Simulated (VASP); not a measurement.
# SrCl2 (R-3m) in VASP: notebook

The runs below take SrCl2 through single point, with r2SCAN, HSE06.

Everything below comes from runs of VASP 6.6.1. Logs are shortened: lines on timing, memory, paths and dates and some standing lists are left out, and cuts for length are marked.

## 1. The cell of the first run

The structure is trigonal, space group R-3m (No. 166). Conventional cell: a = 5.036 Å, b = 5.036 Å, c = 11.851 Å, α = 90.00°, β = 90.00°, γ = 120.00°. Sr (site symmetry -3m) has 8 Cl at 2.99 to 3.06 Å within 3.9 Å. Within 3.9 Å of Cl (site symmetry 3m) lie 4 Sr at 2.99 to 3.06 Å and 6 Cl at 3.48 to 3.55 Å.

## 2. Single point, r2SCAN (epitaxial 111 strain +1.8%)

The input, POSCAR:

```
SrCl2
1.0
   -0.0933239162      3.4677028664      3.4677028664
    3.4677028664     -0.0933239162      3.4677028664
    3.4677028664      3.4677028664     -0.0933239162
Sr Cl
1 2
Direct
    0.0000000000      0.0000000000      0.0000000000
    0.2525357488      0.2525357488      0.2525357488
    0.7474642512      0.7474642512      0.7474642512
```

The input, INCAR.step1:

```
ALGO     = Normal         # electronic algorithm
EDIFF    = 1E-4           # SCF threshold, eV
ENCUT    = 520            # plane-wave cutoff, eV
GGA      = PE             # functional
ISMEAR   = 0              # smearing method
LASPH    = T              # aspherical terms in the spheres
LCHARG   = F              # write CHGCAR
LREAL    = F              # projectors in reciprocal space
LWAVE    = T              # write WAVECAR
NBANDS   = 19             # bands
NELM     = 100            # most SCF steps
PREC     = Accurate       # precision mode
SIGMA    = 0.01           # smearing width, eV
```

The input, INCAR.step2:

```
ALGO     = Normal         # electronic algorithm
EDIFF    = 1E-6           # SCF threshold, eV
ENCUT    = 520            # plane-wave cutoff, eV
ISIF     = 2              # what is computed and relaxed
ISMEAR   = 0              # smearing method
ISTART   = 1            
LASPH    = T              # aspherical terms in the spheres
LCHARG   = F              # write CHGCAR
LMIXTAU  = T            
LREAL    = F              # projectors in reciprocal space
LWAVE    = F              # write WAVECAR
METAGGA  = R2SCAN         # meta-GGA
NBANDS   = 19             # bands
NELM     = 100            # most SCF steps
PREC     = Accurate       # precision mode
SIGMA    = 0.01           # smearing width, eV
```

The input, KPOINTS:

```
k-points
0
Gamma
  6 6 6
```

Potentials or basis: VASP PAW PBE potentials, release 64 (Sr_sv, Cl).

Command:

```sh
$ cat potpaw_PBE.64/Sr_sv/POTCAR potpaw_PBE.64/Cl/POTCAR > POTCAR
$ cp INCAR.step1 INCAR
$ mpirun -np 1 vasp_std > vasp.out
$ cp INCAR.step2 INCAR
$ mpirun -np 1 vasp_std > vasp.out
```

OUTCAR:

```text
EDIFF = 1E-6
   ENCUT = 520
   ISIF = 2
   ISMEAR = 0
   ISTART = 1
   LASPH = T
   LREAL = F
   METAGGA = R2SCAN
   NELM = 100
   PREC = Accurate

 ion  position               nearest neighbor table
   1  0.000  0.000  0.000-   2 2.99   3 2.99   3 3.06   3 3.06   3 3.06   2 3.06   2 3.06   2 3.06

   2  0.253  0.253  0.253-   1 2.99   1 3.06   1 3.06   1 3.06
   3  0.747  0.747  0.747-   1 2.99   1 3.06   1 3.06   1 3.06

  LATTYP: Found a trigonal (rhomboedric) cell.
 ALAT       =     4.9049603151
 COS(alpha) =     0.4729164235

  Lattice vectors:

 A1 = (  -0.0933239162,   3.4677028664,   3.4677028664)
 A2 = (   3.4677028664,  -0.0933239162,   3.4677028664)
 A3 = (   3.4677028664,   3.4677028664,  -0.0933239162)

Analysis of symmetry for initial positions (statically):
=====================================================================
 Subroutine PRICEL returns:
 Original cell was already a primitive cell.

 Routine SETGRP: Setting up the symmetry group for a
 trigonal (rhombohedral) supercell.

 Subroutine GETGRP returns: Found 12 space group operations
 (whereof 12 operations were pure point group operations)
 out of a pool of 12 trial point group operations.

The static configuration has the point symmetry D_3d.

Analysis of symmetry for dynamics (positions and initial velocities):
=====================================================================
 Subroutine PRICEL returns:
 Original cell was already a primitive cell.

 Routine SETGRP: Setting up the symmetry group for a
 trigonal (rhombohedral) supercell.

 Subroutine GETGRP returns: Found 12 space group operations
 (whereof 12 operations were pure point group operations)
 out of a pool of 12 trial point group operations.

The dynamic configuration has the point symmetry D_3d.

 Subroutine INISYM returns: Found 12 space group operations
 (whereof 12 operations are pure point group operations),
 and found     1 'primitive' translations

----------------------------------------------------------------------------------------

                                     Primitive cell

  volume of cell :      86.7638

[... 84 lines left out ...]
   ISPIN  =      1    spin polarized calculation?
   LNONCOLLINEAR =      F non collinear calculations
   LSORBIT =      F    spin-orbit coupling
   LASPH  =      T    aspherical Exc in radial PAW
   ENCUT  =  520.0 eV  38.22 Ry    6.18 a.u.   9.12  9.12  9.12*2*pi/ulx,y,z
   NELM   =    100;   NELMIN=  2; NELMDL=  0     # of ELM steps
   EDIFF  = 0.1E-05   stopping-criterion for ELM
   LREAL  =      F    real-space projection
   EDIFFG = 0.1E-04   stopping-criterion for IOM
   NSW    =      0    number of steps for IOM
   IBRION =     -1    ionic relax: 0-MD 1-quasi-New 2-CG
   NFREE  =      0    steps in history (QN), initial steepest desc. (CG)
   ISIF   =      2    stress and relaxation
   ISYM   =      2    0-nonsym 1-usesym 2-fastsym
   POTIM  = 0.5000    time-step for ionic-motion
   TEBEG  =    0.0;   TEEND  =   0.0 temperature during run
   PSTRESS=    0.0 pullay stress
   NELECT =      24.0000    total number of electrons
   NUPDOWN=      -1.0000    fix difference up-down
   EMIN   =  10.00;   EMAX   =-10.00  energy-range for DOS
   EFERMI =   0.00;   METHOD = LEGACY
   ISMEAR =     0;   SIGMA  =   0.01  broadening in eV -4-tet -1-fermi 0-gaus
   EFERMI_NEDOS =   21; number of points for ismear=-14 and -15
   IALGO  =     38    algorithm
   IMIX   =      4    mixing-type and parameters
     AMIX     =   0.40;   BMIX     =  1.00
     AMIX_MAG =   1.60;   BMIX_MAG =  1.00
  volume/ion in A,a.u.               =      28.92       195.17
  Fermi-wavevector in a.u.,A,eV,Ry     =   1.066676  2.015724 15.480664  1.137797
  Thomas-Fermi vector in A             =   2.202267
   LORBIT       =      0    0 simple, 1 ext, 2 COOP (PROOUT), +10 PAW based schemes
   METAGGA = R2SCAN    functional components
   LHFCALC =     F    Hartree Fock is set to
   AEXX    =    0.0000 exact exchange contribution
   IVDW    =     0    specifies the selected vdW correction
   LEPSILON=     F    determine dielectric tensor
   LRPA    =     F    only Hartree local field effects (RPA)
 non-spin polarized calculation
 Gauss-broadening in eV      SIGMA  =   0.01
  energy-cutoff  :      520.00
  volume of cell :       86.76
 maximum number of plane-waves:      2396
   NGX = 19   NGY = 19   NGZ = 19

 number of electron      24.0000002 magnetization

 Free energy of the ion-electron system (eV)
  ---------------------------------------------------
  ext. energy  EPLUGINS =         0.00000000
  ---------------------------------------------------
  free energy    TOTEN  =       -35.69008154 eV

  energy without entropy =      -35.69008154  energy(sigma->0) =      -35.69008154

 E-fermi :  -0.2262     XC(G=0):  -8.6675

 val. band max:       -0.3641899182   @ k =   0.5000   0.5000  -0.0000
 cond. band min:       5.5211186780   @ k =   0.0000   0.0000   0.0000
 fundamental gap:      5.8853085963
 Fermi energy:        -0.2262383242

 k-point     1 :       0.0000    0.0000    0.0000
  band No.  band energies     occupation
      1     -34.3857      2.00000
      2     -15.7482      2.00000
      3     -15.7482      2.00000
      4     -15.7464      2.00000
      5     -14.1814      2.00000
      6     -13.3478      2.00000
[... 505 lines left out ...]
      6     -13.4904      2.00000
[... 11 lines left out ...]
     18       9.8935      0.00000
     19      10.2720      0.00000

 [... further k-points ...]

------------------------ aborting loop because EDIFF is reached ----------------------------------------

  FORCE on cell =-STRESS in cart. coord.  units (eV):
  Direction    XX          YY          ZZ          XY          YZ          ZX
  --------------------------------------------------------------------------------------
  -------------------------------------------------------------------------------------
  Total       -0.2489260     -0.2489260     -0.2489260      0.1390378      0.1390378      0.1390378
  in kB       -4.5966577     -4.5966577     -4.5966577      2.5674659      2.5674659      2.5674659
  external PRESSURE =      -4.5966577 kB  Pullay stress =       0.0000000 kB

 VOLUME and BASIS-vectors are now :
 -----------------------------------------------------------------------------
  energy-cutoff  :      520.00
  volume of cell :       86.76
      direct lattice vectors                 reciprocal lattice vectors
    -0.093323916  3.467702866  3.467702866    -0.138493806  0.142324076  0.142324076
     3.467702866 -0.093323916  3.467702866     0.142324076 -0.138493806  0.142324076
     3.467702866  3.467702866 -0.093323916     0.142324076  0.142324076 -0.138493806

 POSITION                                       TOTAL-FORCE (eV/Angst)
 -----------------------------------------------------------------------------------
      0.00000      0.00000      0.00000         0.000000      0.000000     -0.000000
      1.72787      1.72787      1.72787        -0.003014     -0.003014     -0.003014
      5.11421      5.11421      5.11421         0.003014      0.003014      0.003014
 -----------------------------------------------------------------------------------
    total drift:                               -0.000000     -0.000000      0.000000

  FREE ENERGIE OF THE ION-ELECTRON SYSTEM (eV)
  ---------------------------------------------------
  free  energy   TOTEN  =       -35.6900815427 eV

  energy  without entropy=      -35.6900815427  energy(sigma->0) =      -35.69008154
```

OUTCAR.step1:

```text
EDIFF = 1E-4
   ENCUT = 520
   GGA = PE
   ISMEAR = 0
[... 755 lines left out ...]
      0.00000      0.00000      0.00000         0.000000     -0.000000     -0.000000
      1.72787      1.72787      1.72787        -0.003895     -0.003895     -0.003895
      5.11421      5.11421      5.11421         0.003895      0.003895      0.003895
 -----------------------------------------------------------------------------------
    total drift:                               -0.000000     -0.000000      0.000000

  FREE ENERGIE OF THE ION-ELECTRON SYSTEM (eV)
  ---------------------------------------------------
  free  energy   TOTEN  =       -12.7854707044 eV

  energy  without entropy=      -12.7854707044  energy(sigma->0) =      -12.78547070
```

Run time: 80 s. Hardware: 1 thread of Intel Xeon 6975P-C (Granite Rapids), shared host; peak memory 0.24 GiB.

What came out:

- Free energy: -35.6901 eV
- Pressure: -0.5 GPa
- Largest force: 0.005 eV/Å
- Band gap on the k mesh: 5.89 eV (least direct gap 6.01 eV)

Forces in eV/Å, atoms in the order of the input:
```
Sr   0.000  0.000  0.000
Cl  -0.003 -0.003 -0.003
Cl   0.003  0.003  0.003
```

Stress tensor (GPa, compression positive):
```
-0.46  0.26  0.26
 0.26 -0.46  0.26
 0.26  0.26 -0.46
```

Levels at points of the mesh, in eV from the valence-band top:
```csv
k point,band 8,band 9,band 10,band 11,band 12,band 13,band 14,band 15,band 16,band 17
"(0.00, 0.00, 0.00)",-2.09,-2.03,-0.38,-0.32,-0.32,5.89,6.70,6.70,9.44,9.44
"(0.50, 0.00, 0.00)",-1.46,-1.44,-1.31,-1.11,-0.97,7.14,7.38,8.13,8.18,9.15
"(0.50, 0.50, 0.00)",-1.90,-1.82,-0.43,-0.34,0.00,6.01,7.70,8.17,8.61,8.71
"(0.50, 0.50, 0.50)",-1.56,-1.45,-1.32,-1.01,-1.01,7.34,7.34,8.28,8.32,9.28
```

Caveat: the cell differs from its parent crystal (epitaxial 111 strain +1.8%); the PAW data sets were made with another functional, which shifts forces and pressure a little. A k mesh can miss the band edges.

## 3. Single point, HSE06 (strain along [111] -1.4%)

The input, POSCAR:

```
SrCl2
1.0
   -0.0317126440      3.4660054413      3.4660054413
    3.4660054413     -0.0317126440      3.4660054413
    3.4660054413      3.4660054413     -0.0317126440
Sr Cl
1 2
Direct
    0.0000000000      0.0000000000      0.0000000000
    0.2509350007      0.2509350007      0.2509350007
    0.7490649993      0.7490649993      0.7490649993
```

The input, INCAR.step1:

```
SYSTEM = SrCl2
  ALGO = Normal
  EDIFF = 1E-5
  ENCUT = 520
  GGA = PE
  ISIF = 2
  ISMEAR = 0
  LASPH = .True.
  LCHARG = .False.
  LREAL = .False.
  LWAVE = .True.
  NBANDS = 19
  NELM = 100
  PREC = Accurate
  SIGMA = 0.01
```

The input, INCAR.step2:

```
SYSTEM = SrCl2
  ALGO = Normal
  EDIFF = 1E-6
  ENCUT = 520
  GGA = PE
  HFSCREEN = 0.2079
  ISIF = 2
  ISMEAR = 0
  ISTART = 1
  LASPH = .True.
  LCHARG = .False.
  LHFCALC = .True.
  LREAL = .False.
  LWAVE = .False.
  NBANDS = 19
  NELM = 100
  PREC = Accurate
  PRECFOCK = Normal
  SIGMA = 0.01
```

The input, KPOINTS:

```
k-points
0
Gamma
  4 4 4
  0 0 0
```

Potentials or basis: VASP PAW PBE potentials, release 64 (Sr_sv, Cl).

Command:

```sh
$ cat potpaw_PBE.64/Sr_sv/POTCAR potpaw_PBE.64/Cl/POTCAR > POTCAR
$ cp INCAR.step1 INCAR
$ mpirun -np 1 vasp_std > vasp.out
$ cp INCAR.step2 INCAR
$ mpirun -np 1 vasp_std > vasp.out
```

It took 13 min on 1 thread of Intel Xeon 6975P-C (Granite Rapids), shared host; peak memory 0.33 GiB.

It converged, with:

```
Free energy            : -14.8083 eV
Pressure               : 0.8 GPa
Largest force          : 0.008 eV/Å
Band gap on the k mesh : 6.64 eV (least direct gap 6.81 eV)
```

Forces on the atoms (eV/Å):
```
Sr   0.000  0.000  0.000
Cl  -0.004 -0.004 -0.004
Cl   0.004  0.004  0.004
```

Stress tensor (GPa, compression positive):
```
0.78 0.08 0.08
0.08 0.78 0.08
0.08 0.08 0.78
```

Levels at points of the mesh, in eV from the valence-band top:
| k point | band 9 | band 10 | band 11 | band 12 | band 13 | band 14 | band 15 | band 16 |
| --- | --- | --- | --- | --- | --- | --- | --- | --- |
| (0.00, 0.00, 0.00) | -2.28 | -0.38 | -0.36 | -0.36 | 6.64 | 7.52 | 7.52 | 10.33 |
| (0.50, 0.00, 0.00) | -1.60 | -1.42 | -1.17 | -1.12 | 8.15 | 8.23 | 9.08 | 9.11 |
| (0.50, 0.50, 0.00) | -2.04 | -0.44 | -0.41 | 0.00 | 6.81 | 8.57 | 9.21 | 9.60 |
| (0.50, 0.50, 0.50) | -1.60 | -1.42 | -1.13 | -1.13 | 8.22 | 8.22 | 9.15 | 9.16 |

Caveat: the cell differs from its parent crystal (strain along [111] -1.4%); the PAW data sets were made with another functional, which shifts forces and pressure a little. A k mesh can miss the band edges.
